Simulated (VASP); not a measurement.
Input of a VASP 6.6.1 run:

File INCAR:

```
SYSTEM = P
PREC = Accurate
ENCUT = 520
EDIFF = 1E-6
ISMEAR = 0
SIGMA = 0.01
LREAL = .FALSE.
LASPH = .TRUE.
NELM = 80
ALGO = Normal
ISIF = 2
LWAVE = .FALSE.
LCHARG = .TRUE.
GGA = PS
LELF = .TRUE.
LVHAR = .TRUE.
NBANDS = 18
```

Contents of KPOINTS:

```
Automatic mesh
0
G
  10 8 10
  0 0 0
```

File POSCAR:

```
P
1.0
    3.4040929719      0.0000000000      0.0000000000
    0.0000000000      4.8028154789      0.0000000000
    0.0000000000      0.0000000000      3.4093808506
P
4
Direct
    0.0000000000      0.7500000000      0.5187207552
    0.0000000000      0.2500000000      0.4812792448
    0.5000000000      0.2500000000      0.0187207552
    0.5000000000      0.7500000000      0.9812792448
```

Potentials or basis: VASP PAW PBE potentials, release 64 (P).

Run with:

```sh
$ cat potpaw_PBE.64/P/POTCAR > POTCAR
$ mpirun -np 1 vasp_std > vasp.out
```

Task: Predict the pressure.

Result: 4.1 GPa.

Task: Estimate the largest force.

Result: 0.014 eV/Å.

Task: Estimate the band gap on the k mesh.

Result: Zero (band 10 reaches 11.47 eV, above the bottom of band 11 at 9.43 eV).

Forces on the atoms (eV/Å):
```
P    0.000  0.000  0.014
P    0.000  0.000 -0.014
P    0.000  0.000  0.014
P    0.000  0.000 -0.014
```

Caveat: the PAW data sets were made with another functional, which shifts forces and pressure a little.
